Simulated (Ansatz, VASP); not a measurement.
**One calculation of V, two programs**

```
CELL_PARAMETERS angstrom
-1.49177 1.49177 1.49177
1.49177 -1.49177 1.49177
1.49177 1.49177 -1.49177
ATOMIC_POSITIONS crystal
V 0.00000 0.00000 0.00000
```

Alike in both runs: task single point; functional r2SCAN; k mesh 15 × 15 × 15; no spin polarisation.

|  | VASP | Ansatz |
| --- | --- | --- |
| version | VASP 6.6.1 | Ansatz 0.2.0 |
| potentials or method | VASP PAW PBE potentials, release 64 (V_sv), cutoff 520 eV | plane waves (500 eV) with PAW, scalar-relativistic |
| occupations | methfessel-paxton of order 1, width 0.6 eV | cold, width 0.6 eV |
| valence electrons in the cell | 13 | 13 |

```csv
,VASP,Ansatz,Ansatz less VASP
pressure (GPa),0.5,-0.8,-1.28
```

VASP's potentials were made for PBE, not for r2SCAN.
